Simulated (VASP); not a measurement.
# SnSe (Fm-3m) in VASP: a series of runs

The runs below take SnSe through single point, with revPBE, BLYP+D3(BJ), PBE+D4.

Everything below comes from runs of VASP 6.6.1. Logs are shortened: lines on timing, memory, paths and dates and some standing lists are left out, and cuts for length are marked.

## (1) The cell of the first run

Symmetry: Fm-3m, No. 225, cubic system. Conventional cell: a = 6.099 Å, b = 6.099 Å, c = 6.099 Å, α = 90.00°, β = 90.00°, γ = 90.00°. Within 4.0 Å of Sn (site symmetry m-3m) lie 6 Se at 3.05 Å. Se (site symmetry m-3m) has 6 Sn at 3.05 Å within 4.0 Å.

## (2) Single point, revPBE

File INCAR:

```
SYSTEM = SnSe
PREC = Accurate ; ENCUT = 520
EDIFF = 1E-6 ; ISMEAR = -1
SIGMA = 0.05 ; LREAL = .FALSE.
LASPH = .TRUE. ; NELM = 60
ALGO = Normal ; ISIF = 2
LWAVE = .FALSE. ; LCHARG = .FALSE.
GGA = RE ; NBANDS = 17
```

File KPOINTS:

```
Automatic mesh
0
G
  8 8 8
  0 0 0
```

File POSCAR:

```
SnSe
1.0
    0.0000000000      3.0496098055      3.0496098055
    3.0496098055      0.0000000000      3.0496098055
    3.0496098055      3.0496098055      0.0000000000
Sn Se
1 1
Direct
    0.0000000000      0.0000000000      0.0000000000
    0.5000000000      0.5000000000      0.5000000000
```

Potentials or basis: VASP PAW PBE potentials, release 64 (Sn_d, Se).

Started as:

```console
> cat potpaw_PBE.64/Sn_d/POTCAR potpaw_PBE.64/Se/POTCAR > POTCAR
> mpirun -np 1 vasp_std > vasp.out
```

OUTCAR:

```text
SYSTEM = SnSe
   PREC = Accurate
   ENCUT = 520
   EDIFF = 1E-6
   ISMEAR = -1
   LREAL = .FALSE.
   LASPH = .TRUE.
   NELM = 60
   ISIF = 2
   GGA = RE

 ion  position               nearest neighbor table
   1  0.000  0.000  0.000-   2 3.05   2 3.05   2 3.05   2 3.05   2 3.05   2 3.05
   2  0.500  0.500  0.500-   1 3.05   1 3.05   1 3.05   1 3.05   1 3.05   1 3.05

  LATTYP: Found a face centered cubic cell.
 ALAT       =     6.0992196110

  Lattice vectors:

 A1 = (   0.0000000000,   3.0496098055,   3.0496098055)
 A2 = (   3.0496098055,   0.0000000000,   3.0496098055)
 A3 = (   3.0496098055,   3.0496098055,   0.0000000000)

Analysis of symmetry for initial positions (statically):
=====================================================================
 Subroutine PRICEL returns:
 Original cell was already a primitive cell.

 Routine SETGRP: Setting up the symmetry group for a
 face centered cubic supercell.

 Subroutine GETGRP returns: Found 48 space group operations
[... 9 lines left out ...]

 Routine SETGRP: Setting up the symmetry group for a
 face centered cubic supercell.

 Subroutine GETGRP returns: Found 48 space group operations
[... 11 lines left out ...]
                                     Primitive cell

  volume of cell :      56.7235

  direct lattice vectors                    reciprocal lattice vectors
     0.000000000  3.049609805  3.049609805    -0.163955401  0.163955401  0.163955401
     3.049609805  0.000000000  3.049609805     0.163955401 -0.163955401  0.163955401
     3.049609805  3.049609805  0.000000000     0.163955401  0.163955401 -0.163955401

  length of vectors
     4.312799547  4.312799547  4.312799547     0.283979086  0.283979086  0.283979086

  position of ions in fractional coordinates (direct lattice)
     0.000000000  0.000000000  0.000000000
     0.500000000  0.500000000  0.500000000

  ion indices of the primitive-cell ions
   primitive index   ion index
                 1           1
                 2           2

----------------------------------------------------------------------------------------

 KPOINTS: Automatic mesh

Automatic generation of k-mesh.
 Grid dimensions read from file:
 generate k-points for:    8    8    8

 Generating k-lattice:

  Cartesian coordinates                     Fractional coordinates (reciprocal lattice)
    -0.020494425  0.020494425  0.020494425     0.125000000  0.000000000  0.000000000
     0.020494425 -0.020494425  0.020494425     0.000000000  0.125000000  0.000000000
     0.020494425  0.020494425 -0.020494425     0.000000000  0.000000000  0.125000000

  Length of vectors
     0.035497386  0.035497386  0.035497386

  Shift w.r.t. Gamma in fractional coordinates (k-lattice)
     0.000000000  0.000000000  0.000000000

 Subroutine IBZKPT returns following result:
 ===========================================

 Found     29 irreducible k-points:

 Following reciprocal coordinates:
            Coordinates               Weight
  0.000000  0.000000  0.000000      1.000000
  0.125000  0.000000  0.000000      8.000000
  0.250000  0.000000  0.000000      8.000000
  0.375000  0.000000  0.000000      8.000000
  0.500000  0.000000  0.000000      4.000000
  0.125000  0.125000  0.000000      6.000000
[... 16 lines left out ...]
  0.500000  0.250000  0.125000     48.000000
 -0.375000  0.250000  0.125000     24.000000
 [... further k-points ...]
   k-points           NKPTS =     29   k-points in BZ     NKDIM =     29   number of bands    NBANDS=     17
   number of dos      NEDOS =    301   number of ions     NIONS =      2
   total plane-waves  NPLWV =  32768
   dimension x,y,z NGX =    32 NGY =   32 NGZ =   32
   dimension x,y,z NGXF=    64 NGYF=   64 NGZF=   64
   ions per type =               1   1
   NGX,Y,Z   is equivalent  to a cutoff of  12.34, 12.34, 12.34 a.u.
   NGXF,Y,Z  is equivalent  to a cutoff of  24.67, 24.67, 24.67 a.u.
 SYSTEM =  SnSe
   PREC   = accura    normal or accurate (medium, high low for compatibility)
   ISTART =      0    job   : 0-new  1-cont  2-samecut
   ICHARG =      2    charge: 1-file 2-atom 10-const
   ISPIN  =      1    spin polarized calculation?
   LNONCOLLINEAR =      F non collinear calculations
   LSORBIT =      F    spin-orbit coupling
   LASPH  =      T    aspherical Exc in radial PAW
   ENCUT  =  520.0 eV  38.22 Ry    6.18 a.u.   8.02  8.02  8.02*2*pi/ulx,y,z
   NELM   =     60;   NELMIN=  2; NELMDL= -5     # of ELM steps
   EDIFF  = 0.1E-05   stopping-criterion for ELM
   LREAL  =      F    real-space projection
   EDIFFG = 0.1E-04   stopping-criterion for IOM
   NSW    =      0    number of steps for IOM
   IBRION =     -1    ionic relax: 0-MD 1-quasi-New 2-CG
   NFREE  =      0    steps in history (QN), initial steepest desc. (CG)
   ISIF   =      2    stress and relaxation
   ISYM   =      2    0-nonsym 1-usesym 2-fastsym
   POTIM  = 0.5000    time-step for ionic-motion
   TEBEG  =    0.0;   TEEND  =   0.0 temperature during run
   PSTRESS=    0.0 pullay stress
   NELECT =      20.0000    total number of electrons
   NUPDOWN=      -1.0000    fix difference up-down
   EMIN   =  10.00;   EMAX   =-10.00  energy-range for DOS
   EFERMI =   0.00;   METHOD = LEGACY
   ISMEAR =    -1;   SIGMA  =   0.05  broadening in eV -4-tet -1-fermi 0-gaus
   EFERMI_NEDOS =   21; number of points for ismear=-14 and -15
   IALGO  =     38    algorithm
   IMIX   =      4    mixing-type and parameters
     AMIX     =   0.40;   BMIX     =  1.00
     AMIX_MAG =   1.60;   BMIX_MAG =  1.00
  volume/ion in A,a.u.               =      28.36       191.39
  Fermi-wavevector in a.u.,A,eV,Ry     =   1.156549  2.185560 18.199216  1.337605
  Thomas-Fermi vector in A             =   2.293168
   LORBIT       =      0    0 simple, 1 ext, 2 COOP (PROOUT), +10 PAW based schemes
   GGA     = RE    functional components
   LHFCALC =     F    Hartree Fock is set to
   AEXX    =    0.0000 exact exchange contribution
   IVDW    =     0    specifies the selected vdW correction
   LEPSILON=     F    determine dielectric tensor
   LRPA    =     F    only Hartree local field effects (RPA)
 non-spin polarized calculation
  energy-cutoff  :      520.00
  volume of cell :       56.72
 maximum number of plane-waves:      1542
   NGX = 17   NGY = 17   NGZ = 17

 number of electron      19.9999992 magnetization

 Free energy of the ion-electron system (eV)
  ---------------------------------------------------
  ext. energy  EPLUGINS =         0.00000000
  ---------------------------------------------------
  free energy    TOTEN  =        -7.61969700 eV

  energy without entropy =       -7.61952876  energy(sigma->0) =       -7.61961288

 E-fermi :   5.5107     XC(G=0):  -9.3282

 val. band max:        5.3195408228   @ k =   0.5000   0.0000   0.0000
 cond. band min:       5.7041095484   @ k =   0.5000   0.0000   0.0000
 fundamental gap:      0.3845687256
 Fermi energy:         5.5106987394

 k-point     1 :       0.0000    0.0000    0.0000
  band No.  band energies     occupation
      1     -16.4297      2.00000
      2     -16.4297      2.00000
      3     -16.4297      2.00000
      4     -16.4238      2.00000
      5     -16.4238      2.00000
      6      -8.3463      2.00000
[... 9 lines left out ...]
     16      11.1734      0.00000
     17      13.3452      0.00000

 k-point     2 :       0.1250    0.0000    0.0000
  band No.  band energies     occupation
      1     -16.4294      2.00000
      2     -16.4288      2.00000
      3     -16.4288      2.00000
      4     -16.4241      2.00000
      5     -16.4241      2.00000
      6      -8.2454      2.00000
[... 9 lines left out ...]
     16      11.5268      0.00000
     17      14.3163      0.00000

 k-point     3 :       0.2500    0.0000    0.0000
  band No.  band energies     occupation
      1     -16.4291      2.00000
      2     -16.4291      2.00000
      3     -16.4286      2.00000
      4     -16.4224      2.00000
      5     -16.4224      2.00000
      6      -7.9755      2.00000
[... 9 lines left out ...]
     16      12.4567      0.00000
     17      16.3812      0.00000

 k-point     4 :       0.3750    0.0000    0.0000
  band No.  band energies     occupation
      1     -16.4309      2.00000
      2     -16.4309      2.00000
      3     -16.4278      2.00000
      4     -16.4190      2.00000
      5     -16.4190      2.00000
      6      -7.6538      2.00000
[... 9 lines left out ...]
     16      13.8894      0.00000
     17      16.4992      0.00000

 k-point     5 :       0.5000    0.0000    0.0000
  band No.  band energies     occupation
      1     -16.4317      2.00000
      2     -16.4317      2.00000
      3     -16.4275      2.00000
      4     -16.4175      2.00000
      5     -16.4175      2.00000
      6      -7.4984      2.00000
[... 9 lines left out ...]
     16      15.3990      0.00000
     17      15.3990      0.00000

 k-point     6 :       0.1250    0.1250    0.0000
  band No.  band energies     occupation
      1     -16.4305      2.00000
      2     -16.4276      2.00000
      3     -16.4276      2.00000
      4     -16.4262      2.00000
      5     -16.4229      2.00000
      6      -8.2119      2.00000
[... 9 lines left out ...]
     16      12.1493      0.00000
     17      13.5417      0.00000

 k-point     7 :       0.2500    0.1250    0.0000
  band No.  band energies     occupation
      1     -16.4305      2.00000
      2     -16.4290      2.00000
      3     -16.4265      2.00000
      4     -16.4248      2.00000
      5     -16.4213      2.00000
      6      -7.9982      2.00000
[... 9 lines left out ...]
     16      13.0960      0.00000
     17      14.7443      0.00000

 k-point     8 :       0.3750    0.1250    0.0000
  band No.  band energies     occupation
      1     -16.4323      2.00000
      2     -16.4282      2.00000
      3     -16.4279      2.00000
      4     -16.4219      2.00000
      5     -16.4183      2.00000
      6      -7.6896      2.00000
[... 9 lines left out ...]
     16      14.4599      0.00000
     17      16.4342      0.00000
[... 203 lines left out ...]
      1     -16.4434      2.00000
      2     -16.4333      2.00000
      3     -16.4193      2.00000
      4     -16.4167      2.00000
      5     -16.4159      2.00000
      6      -7.2968      2.00000
[... 9 lines left out ...]
     16      16.3156      0.00000
     17      16.7546      0.00000

 k-point    20 :      -0.3750    0.3750    0.0000
  band No.  band energies     occupation
      1     -16.4405      2.00000
      2     -16.4293      2.00000
      3     -16.4217      2.00000
      4     -16.4189      2.00000
      5     -16.4171      2.00000
      6      -7.2584      2.00000
[... 9 lines left out ...]
     16      15.1624      0.00000
     17      17.2561      0.00000

 k-point    21 :       0.5000    0.5000    0.0000
  band No.  band energies     occupation
      1     -16.4461      2.00000
      2     -16.4350      2.00000
      3     -16.4176      2.00000
      4     -16.4151      2.00000
      5     -16.4151      2.00000
      6      -7.2568      2.00000
[... 9 lines left out ...]
     16      16.5599      0.00000
     17      17.7452      0.00000

 k-point    22 :       0.3750    0.2500    0.1250
  band No.  band energies     occupation
      1     -16.4320      2.00000
      2     -16.4301      2.00000
      3     -16.4257      2.00000
      4     -16.4227      2.00000
      5     -16.4194      2.00000
      6      -7.7635      2.00000
[... 9 lines left out ...]
     16      14.5789      0.00000
     17      14.7311      0.00000

 k-point    23 :       0.5000    0.2500    0.1250
  band No.  band energies     occupation
      1     -16.4342      2.00000
      2     -16.4281      2.00000
      3     -16.4263      2.00000
      4     -16.4208      2.00000
      5     -16.4183      2.00000
      6      -7.4943      2.00000
[... 9 lines left out ...]
     16      14.8590      0.00000
     17      16.1655      0.00000

 k-point    24 :      -0.3750    0.2500    0.1250
  band No.  band energies     occupation
      1     -16.4350      2.00000
      2     -16.4280      2.00000
      3     -16.4245      2.00000
      4     -16.4218      2.00000
      5     -16.4175      2.00000
      6      -7.3692      2.00000
[... 9 lines left out ...]
     16      15.9530      0.00000
     17      16.0440      0.00000

 [... further k-points ...]
[... 5 lines left out ...]
  --------------------------------------------------------------------------------------
  -------------------------------------------------------------------------------------
  Total        0.0463485      0.0463485      0.0463485      0.0000000      0.0000000      0.0000000
  in kB        1.3091326      1.3091326      1.3091326      0.0000000      0.0000000      0.0000000
  external PRESSURE =       1.3091326 kB  Pullay stress =       0.0000000 kB

 VOLUME and BASIS-vectors are now :
 -----------------------------------------------------------------------------
  energy-cutoff  :      520.00
  volume of cell :       56.72
      direct lattice vectors                 reciprocal lattice vectors
     0.000000000  3.049609805  3.049609805    -0.163955401  0.163955401  0.163955401
     3.049609805  0.000000000  3.049609805     0.163955401 -0.163955401  0.163955401
     3.049609805  3.049609805  0.000000000     0.163955401  0.163955401 -0.163955401

 POSITION                                       TOTAL-FORCE (eV/Angst)
 -----------------------------------------------------------------------------------
      0.00000      0.00000      0.00000         0.000000     -0.000000     -0.000000
      3.04961      3.04961      3.04961        -0.000000      0.000000      0.000000
 -----------------------------------------------------------------------------------
    total drift:                                0.000000     -0.000000     -0.000000

  FREE ENERGIE OF THE ION-ELECTRON SYSTEM (eV)
  ---------------------------------------------------
  free  energy   TOTEN  =        -7.6196970042 eV

  energy  without entropy=       -7.6195287618  energy(sigma->0) =       -7.61961288
```

It took 15 s on 1 thread of Intel Xeon Platinum 8488C (Sapphire Rapids), shared host; peak memory 0.18 GiB.

Results:

```
Free energy            : -7.6197 eV
Pressure               : 0.1 GPa
Band gap on the k mesh : 0.38 eV, direct
```

Levels at points of the mesh, in eV from the valence-band top:
```
           k point  band 6  band 7  band 8  band 9  band 10  band 11  band 12  band 13  band 14  band 15
(0.00, 0.00, 0.00)  -13.67   -5.21   -2.16   -2.16    -2.16     4.13     4.13     4.13     5.85     5.85
(0.50, 0.00, 0.00)  -12.82   -7.90   -1.93   -1.93     0.00     0.38     1.22     1.22     8.14     9.93
(0.50, 0.50, 0.00)  -12.58   -6.04   -5.26   -3.53    -3.53     3.13     5.09     5.09     5.68    10.23
```

Caveat: the PAW data sets were made with another functional, which shifts forces and pressure a little; spin-orbit coupling is left out, which moves the levels of the heavy elements.

(Continued in part 2 of 2.)
